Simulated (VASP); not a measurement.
# CaO (Fm-3m) in VASP: further runs

Aim: see how the results for CaO move with the level of theory and the settings. Levels: PBE, PBEsol+D4. Tasks: single point, relaxation of cell and atoms.

All numbers are computed with VASP 6.6.1; they aren't measurements. Logs are shortened: lines on timing, memory, paths and dates and some standing lists are left out, and cuts for length are marked.

### Step 1. The cell of the first run

Symmetry: Fm-3m, No. 225, cubic system. Conventional cell: a = 4.807 Å, b = 4.807 Å, c = 4.807 Å, α = 90.00°, β = 90.00°, γ = 90.00°. Ca (site symmetry m-3m) has 6 O at 2.40 Å within 3.2 Å. Within 3.2 Å of O (site symmetry m-3m) lie 6 Ca at 2.40 Å.

### Step 2. Single point, PBE

File INCAR:

```
SYSTEM = CaO
ALGO = Normal
EDIFF = 1E-6
ENCUT = 520
GGA = PE
ISIF = 2
ISMEAR = 0
LASPH = .TRUE.
LCHARG = .TRUE.
LELF = .TRUE.
LREAL = .FALSE.
LVHAR = .TRUE.
LWAVE = .FALSE.
NBANDS = 15
NELM = 100
PREC = Accurate
SIGMA = 0.022
```

File KPOINTS:

```
k-points
0
G
  10 10 10
  0 0 0
```

File POSCAR:

```
CaO
1.0
    0.0000000000      2.4035556960      2.4035556960
    2.4035556960      0.0000000000      2.4035556960
    2.4035556960      2.4035556960      0.0000000000
Ca O
1 1
Direct
    0.0000000000      0.0000000000      0.0000000000
    0.5000000000      0.5000000000      0.5000000000
```

Potentials or basis: VASP PAW PBE potentials, release 64 (Ca_sv, O).

Command:

```sh
cat potpaw_PBE.64/Ca_sv/POTCAR potpaw_PBE.64/O/POTCAR > POTCAR
mpirun -np 1 vasp_std > vasp.out
```

OUTCAR:

```text
SYSTEM = CaO
   EDIFF = 1E-6
   ENCUT = 520
   GGA = PE
   ISIF = 2
   ISMEAR = 0
   LASPH = .TRUE.
   LREAL = .FALSE.
   NELM = 100
   PREC = Accurate

 ion  position               nearest neighbor table
   1  0.000  0.000  0.000-   2 2.40   2 2.40   2 2.40   2 2.40   2 2.40   2 2.40
   2  0.500  0.500  0.500-   1 2.40   1 2.40   1 2.40   1 2.40   1 2.40   1 2.40

  LATTYP: Found a face centered cubic cell.
 ALAT       =     4.8071113920

  Lattice vectors:

 A1 = (   0.0000000000,   2.4035556960,   2.4035556960)
 A2 = (   2.4035556960,   0.0000000000,   2.4035556960)
 A3 = (   2.4035556960,   2.4035556960,   0.0000000000)

Analysis of symmetry for initial positions (statically):
=====================================================================
 Subroutine PRICEL returns:
 Original cell was already a primitive cell.

 Routine SETGRP: Setting up the symmetry group for a
 face centered cubic supercell.

 Subroutine GETGRP returns: Found 48 space group operations
 (whereof 48 operations were pure point group operations)
 out of a pool of 48 trial point group operations.

The static configuration has the point symmetry O_h .

Analysis of symmetry for dynamics (positions and initial velocities):
=====================================================================
 Subroutine PRICEL returns:
 Original cell was already a primitive cell.

 Routine SETGRP: Setting up the symmetry group for a
 face centered cubic supercell.

 Subroutine GETGRP returns: Found 48 space group operations
 (whereof 48 operations were pure point group operations)
 out of a pool of 48 trial point group operations.

The dynamic configuration has the point symmetry O_h .

 Subroutine INISYM returns: Found 48 space group operations
 (whereof 48 operations are pure point group operations),
 and found     1 'primitive' translations

----------------------------------------------------------------------------------------

                                     Primitive cell

  volume of cell :      27.7711

  direct lattice vectors                    reciprocal lattice vectors
     0.000000000  2.403555696  2.403555696    -0.208025136  0.208025136  0.208025136
     2.403555696  0.000000000  2.403555696     0.208025136 -0.208025136  0.208025136
     2.403555696  2.403555696  0.000000000     0.208025136  0.208025136 -0.208025136

  length of vectors
     3.399141063  3.399141063  3.399141063     0.360310104  0.360310104  0.360310104

  position of ions in fractional coordinates (direct lattice)
     0.000000000  0.000000000  0.000000000
     0.500000000  0.500000000  0.500000000

  ion indices of the primitive-cell ions
   primitive index   ion index
                 1           1
                 2           2

----------------------------------------------------------------------------------------

 KPOINTS: k-points

Automatic generation of k-mesh.
 Grid dimensions read from file:
 generate k-points for:   10   10   10

 Generating k-lattice:

  Cartesian coordinates                     Fractional coordinates (reciprocal lattice)
    -0.020802514  0.020802514  0.020802514     0.100000000  0.000000000  0.000000000
     0.020802514 -0.020802514  0.020802514     0.000000000  0.100000000  0.000000000
     0.020802514  0.020802514 -0.020802514     0.000000000  0.000000000  0.100000000

  Length of vectors
     0.036031010  0.036031010  0.036031010

  Shift w.r.t. Gamma in fractional coordinates (k-lattice)
     0.000000000  0.000000000  0.000000000

 Subroutine IBZKPT returns following result:
 ===========================================

 Found     47 irreducible k-points:

 Following reciprocal coordinates:
            Coordinates               Weight
  0.000000  0.000000  0.000000      1.000000
  0.100000  0.000000  0.000000      8.000000
  0.200000  0.000000  0.000000      8.000000
  0.300000  0.000000  0.000000      8.000000
  0.400000  0.000000  0.000000      8.000000
  0.500000  0.000000  0.000000      4.000000
[... 16 lines left out ...]
  0.300000  0.300000  0.000000      6.000000
  0.400000  0.300000  0.000000     24.000000
 [... further k-points ...]
   k-points           NKPTS =     47   k-points in BZ     NKDIM =     47   number of bands    NBANDS=     15
   number of dos      NEDOS =    301   number of ions     NIONS =      2
   total plane-waves  NPLWV =  21952
   dimension x,y,z NGX =    28 NGY =   28 NGZ =   28
   dimension x,y,z NGXF=    56 NGYF=   56 NGZF=   56
   ions per type =               1   1
   NGX,Y,Z   is equivalent  to a cutoff of  13.69, 13.69, 13.69 a.u.
   NGXF,Y,Z  is equivalent  to a cutoff of  27.39, 27.39, 27.39 a.u.
 SYSTEM =  CaO
   PREC   = accura    normal or accurate (medium, high low for compatibility)
   ISTART =      0    job   : 0-new  1-cont  2-samecut
   ICHARG =      2    charge: 1-file 2-atom 10-const
   ISPIN  =      1    spin polarized calculation?
   LNONCOLLINEAR =      F non collinear calculations
   LSORBIT =      F    spin-orbit coupling
   LASPH  =      T    aspherical Exc in radial PAW
   ENCUT  =  520.0 eV  38.22 Ry    6.18 a.u.   6.32  6.32  6.32*2*pi/ulx,y,z
   NELM   =    100;   NELMIN=  2; NELMDL= -5     # of ELM steps
   EDIFF  = 0.1E-05   stopping-criterion for ELM
   LREAL  =      F    real-space projection
   EDIFFG = 0.1E-04   stopping-criterion for IOM
   NSW    =      0    number of steps for IOM
   IBRION =     -1    ionic relax: 0-MD 1-quasi-New 2-CG
   NFREE  =      0    steps in history (QN), initial steepest desc. (CG)
   ISIF   =      2    stress and relaxation
   ISYM   =      2    0-nonsym 1-usesym 2-fastsym
   POTIM  = 0.5000    time-step for ionic-motion
   TEBEG  =    0.0;   TEEND  =   0.0 temperature during run
   PSTRESS=    0.0 pullay stress
   NELECT =      16.0000    total number of electrons
   NUPDOWN=      -1.0000    fix difference up-down
   EMIN   =  10.00;   EMAX   =-10.00  energy-range for DOS
   EFERMI =   0.00;   METHOD = LEGACY
   ISMEAR =     0;   SIGMA  =   0.02  broadening in eV -4-tet -1-fermi 0-gaus
   EFERMI_NEDOS =   21; number of points for ismear=-14 and -15
   IALGO  =     38    algorithm
   IMIX   =      4    mixing-type and parameters
     AMIX     =   0.40;   BMIX     =  1.00
     AMIX_MAG =   1.60;   BMIX_MAG =  1.00
  volume/ion in A,a.u.               =      13.89        93.70
  Fermi-wavevector in a.u.,A,eV,Ry     =   1.362231  2.574243 25.247954  1.855672
  Thomas-Fermi vector in A             =   2.488738
   LORBIT       =      0    0 simple, 1 ext, 2 COOP (PROOUT), +10 PAW based schemes
   GGA     = PE    functional components
   LHFCALC =     F    Hartree Fock is set to
   AEXX    =    0.0000 exact exchange contribution
   IVDW    =     0    specifies the selected vdW correction
   LEPSILON=     F    determine dielectric tensor
   LRPA    =     F    only Hartree local field effects (RPA)
 non-spin polarized calculation
 Gauss-broadening in eV      SIGMA  =   0.02
  energy-cutoff  :      520.00
  volume of cell :       27.77
 maximum number of plane-waves:       763
 NGX is ok and might be reduce to    28
   NGX = 13   NGY = 13   NGZ = 13

 number of electron      15.9999997 magnetization

 Free energy of the ion-electron system (eV)
  ---------------------------------------------------
  ext. energy  EPLUGINS =         0.00000000
  ---------------------------------------------------
  free energy    TOTEN  =       -12.80137705 eV

  energy without entropy =      -12.80137705  energy(sigma->0) =      -12.80137705

 E-fermi :   2.4403     XC(G=0): -10.4732

 val. band max:        2.3477006556   @ k =   0.0000   0.0000   0.0000
 cond. band min:       5.9830926036   @ k =   0.5000   0.5000   0.0000
 fundamental gap:      3.6353919481
 Fermi energy:         2.4403268296

 k-point     1 :       0.0000    0.0000    0.0000
  band No.  band energies     occupation
      1     -35.2914      2.00000
      2     -16.0556      2.00000
      3     -16.0556      2.00000
      4     -16.0556      2.00000
      5     -13.1836      2.00000
      6       2.3477      2.00000
      7       2.3477      2.00000
      8       2.3477      2.00000
      9       7.0571      0.00000
     10       8.5718      0.00000
     11       8.5718      0.00000
     12       8.5718      0.00000
     13      10.0746      0.00000
     14      10.0746      0.00000
     15      17.4169      0.00000

 k-point     2 :       0.1000    0.0000    0.0000
  band No.  band energies     occupation
      1     -35.2817      2.00000
      2     -16.1963      2.00000
      3     -16.0608      2.00000
      4     -16.0608      2.00000
      5     -13.0362      2.00000
      6       1.9871      2.00000
      7       2.2086      2.00000
      8       2.2086      2.00000
      9       7.5147      0.00000
     10       8.5387      0.00000
     11       8.7427      0.00000
     12       8.7427      0.00000
     13      10.3147      0.00000
     14      10.3147      0.00000
     15      17.8137      0.00000

 k-point     3 :       0.2000    0.0000    0.0000
  band No.  band energies     occupation
      1     -35.2562      2.00000
      2     -16.5155      2.00000
      3     -16.0744      2.00000
      4     -16.0744      2.00000
      5     -12.6983      2.00000
      6       1.2167      2.00000
      7       1.8749      2.00000
      8       1.8749      2.00000
      9       8.4469      0.00000
     10       8.6763      0.00000
     11       9.2147      0.00000
     12       9.2147      0.00000
     13      10.9369      0.00000
     14      10.9369      0.00000
     15      18.3854      0.00000
[... 343 lines left out ...]
 k-point    23 :       0.3000    0.3000    0.0000
  band No.  band energies     occupation
      1     -35.2037      2.00000
      2     -16.6375      2.00000
      3     -16.2046      2.00000
      4     -16.2046      2.00000
      5     -12.6623      2.00000
      6       0.6093      2.00000
      7       2.0062      2.00000
      8       2.0062      2.00000
      9       6.6866      0.00000
     10       9.4130      0.00000
     11      10.8006      0.00000
     12      10.9154      0.00000
     13      10.9154      0.00000
     14      12.7550      0.00000
     15      19.5579      0.00000

 k-point    24 :       0.4000    0.3000    0.0000
  band No.  band energies     occupation
      1     -35.1838      2.00000
      2     -16.6989      2.00000
      3     -16.2545      2.00000
      4     -16.2275      2.00000
      5     -12.6649      2.00000
      6       0.6713      2.00000
      7       1.7941      2.00000
      8       1.8942      2.00000
      9       6.6524      0.00000
     10       9.9896      0.00000
     11      11.1211      0.00000
     12      11.2060      0.00000
     13      11.3435      0.00000
     14      13.1499      0.00000
     15      17.9188      0.00000

 [... further k-points ...]

------------------------ aborting loop because EDIFF is reached ----------------------------------------

  FORCE on cell =-STRESS in cart. coord.  units (eV):
  Direction    XX          YY          ZZ          XY          YZ          ZX
  --------------------------------------------------------------------------------------
  -------------------------------------------------------------------------------------
  Total        0.3769269      0.3769269      0.3769269     -0.0000000      0.0000000     -0.0000000
  in kB       21.7457870     21.7457870     21.7457870     -0.0000000      0.0000000     -0.0000000
  external PRESSURE =      21.7457870 kB  Pullay stress =       0.0000000 kB

 VOLUME and BASIS-vectors are now :
 -----------------------------------------------------------------------------
  energy-cutoff  :      520.00
  volume of cell :       27.77
      direct lattice vectors                 reciprocal lattice vectors
     0.000000000  2.403555696  2.403555696    -0.208025136  0.208025136  0.208025136
     2.403555696  0.000000000  2.403555696     0.208025136 -0.208025136  0.208025136
     2.403555696  2.403555696  0.000000000     0.208025136  0.208025136 -0.208025136

 POSITION                                       TOTAL-FORCE (eV/Angst)
 -----------------------------------------------------------------------------------
      0.00000      0.00000      0.00000        -0.000000     -0.000000     -0.000000
      2.40356      2.40356      2.40356         0.000000      0.000000      0.000000
 -----------------------------------------------------------------------------------
    total drift:                                0.000000      0.000000      0.000000

  FREE ENERGIE OF THE ION-ELECTRON SYSTEM (eV)
  ---------------------------------------------------
  free  energy   TOTEN  =       -12.8013770495 eV

  energy  without entropy=      -12.8013770495  energy(sigma->0) =      -12.80137705
```

Run time: 19 s. Hardware: 1 thread of AMD EPYC 7R13 (Zen 3), shared host; peak memory 0.14 GiB.

Results:

- Free energy: -12.8014 eV
- Pressure: 2.2 GPa
- Band gap on the k mesh: 3.64 eV, indirect (least direct gap 4.01 eV)

Levels at points of the mesh, in eV from the valence-band top:
| k point | band 5 | band 6 | band 7 | band 8 | band 9 | band 10 | band 11 | band 12 |
| --- | --- | --- | --- | --- | --- | --- | --- | --- |
| (0.00, 0.00, 0.00) | -15.53 | 0.00 | 0.00 | 0.00 | 4.71 | 6.22 | 6.22 | 6.22 |
| (0.50, 0.00, 0.00) | -14.34 | -2.64 | -1.20 | -1.20 | 7.05 | 8.35 | 8.35 | 8.50 |
| (0.50, 0.50, 0.00) | -15.29 | -1.30 | -0.37 | -0.37 | 3.64 | 8.04 | 8.89 | 9.53 |

A k mesh can miss the band edges. As with any semilocal functional, this PBE gap is likely too small.

(Continued in part 2 of 2.)
